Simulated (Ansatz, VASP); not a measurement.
One calculation of SiNi, two programs

```
CELL_PARAMETERS angstrom
4.50369 0.00000 0.00000
0.00000 4.50369 0.00000
0.00000 0.00000 4.50369
ATOMIC_POSITIONS crystal
Si 0.65317 0.15317 0.34683
Si 0.15317 0.34683 0.65317
Si 0.34683 0.65317 0.15317
Si 0.84683 0.84683 0.84683
Ni 0.35050 0.85050 0.64950
Ni 0.85050 0.64950 0.35050
Ni 0.64950 0.35050 0.85050
Ni 0.14950 0.14950 0.14950
```

Alike in both runs: task single point; functional r2SCAN; k mesh 4 × 4 × 4; occupations gaussian, width 0.1 eV; no spin polarisation.

|  | VASP | Ansatz |
| --- | --- | --- |
| version | VASP 6.6.1 | Ansatz 0.2.0 |
| potentials or method | VASP PAW PBE potentials, release 64 (Si, Ni), cutoff 520 eV | scalar-relativistic, plane waves, PAW |
| valence electrons in the cell | 56 | 88 |

Ansatz gave:

```
gap on the k mesh at the Fermi level (eV) : none
pressure (GPa)                            : -5.1
rms of the force components (eV/Å)        : 0.017
```

Question: Which values does VASP return?

Answer: gap on the k mesh at the Fermi level (eV): none; pressure (GPa): -4.9; rms of the force components (eV/Å): 0.017.

VASP's potentials were made for PBE, not for r2SCAN. Atom by atom the forces differ by 0.000 eV/Å (rms over components). A gap of «none» marks a metal or a gap that the smearing closes. VASP's potentials hold 56 valence electrons a cell and Ansatz's 88, so a difference there can come from the potentials and not from the codes.
